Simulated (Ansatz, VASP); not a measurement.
## Two plane-wave programs on NiO

The input INCAR:

```
SYSTEM = NiO
PREC = Accurate
ENCUT = 600
EDIFF = 1E-6
ISMEAR = 0
SIGMA = 0.02
LREAL = .FALSE.
LASPH = .TRUE.
NELM = 150
ALGO = Normal
ISIF = 3
LWAVE = .FALSE.
LCHARG = .FALSE.
ISPIN = 2
MAGMOM = 1.91 0.21
LORBIT = 11
LMAXMIX = 4
LDAU = .TRUE.
LDAUTYPE = 2
LDAUL = 2 -1
LDAUU = 6.2 0
LDAUJ = 0 0
LDAUPRINT = 1
GGA = PE
IBRION = 2
NSW = 100
EDIFFG = -0.005
```

KPOINTS

```
regular mesh
0
G
  12 12 12
  0 0 0
```

POSCAR

```
NiO
1.0
    0.0000000000      2.1337376274      2.1337376274
    2.1337376274      0.0000000000      2.1337376274
    2.1337376274      2.1337376274      0.0000000000
Ni O
1 1
Direct
    0.0000000000      0.0000000000      0.0000000000
    0.5000000000      0.5000000000      0.5000000000
```

Input for Ansatz:

```yaml
crystal:
  lattice:
    - [0.0, 2.1337376274, 2.1337376274]
    - [2.1337376274, 0.0, 2.1337376274]
    - [2.1337376274, 2.1337376274, 0.0]
  atoms:
    - { symbol: Ni, position: [0.0, 0.0, 0.0], spin: 1.91 }
    - { symbol: O, position: [0.5, 0.5, 0.5], spin: 0.21 }
basis:
  ecutwfc: 420
kpoints:
  mp_grid: { grid: [12, 12, 12] }
hamiltonian:
  xc: pbe
  hubbard: { sites: [{ species: Ni, l: d, u_eff: 6.2 }] }
scf:
  occupations: { method: gaussian, width: 0.02 }
output:
  forces: true
  stress: true
  eigenvalues: true
  populations: true
magnetization:
  spin_polarized: true
relax:
  adjacent_minimum: "off"
  f_tol: 0.005
  max_steps: 80
  cell: { stress_tol: 0.05 }
```

Alike in both runs: task relaxation of cell and atoms; functional PBE; k mesh 12 × 12 × 12; occupations gaussian, width 0.02 eV; collinear spin; Hubbard terms Ni d U = 6.2 eV.

|  | VASP | Ansatz |
| --- | --- | --- |
| version | VASP 6.6.1 | Ansatz 0.2.0 |
| potentials or method | VASP PAW PBE potentials, release 64 (Ni, O), cutoff 600 eV | scalar-relativistic, plane waves, PAW |
| valence electrons in the cell | 16 | 24 |

```csv
,VASP,Ansatz,Ansatz less VASP
"gap on the k mesh at the Fermi level, each at its own relaxed structure (eV)",2.55,1.94,-0.609
net moment per atom (μB),1.00,1.00,0.000
size of the moment on the site where the two differ most (μB),1.82,1.74,-0.087
relaxed volume (Å³/atom),9.23,9.71,+0.486
relaxed cell length with the largest relative difference (Å),2.966,3.018,+0.0511
```

Site moments also hang on the region over which each program counts them. The programs project onto different local orbitals, so the same U acts differently, and such runs can settle in different states. VASP's potentials hold 16 valence electrons a cell and Ansatz's 24, so a difference there can come from the potentials and not from the codes.
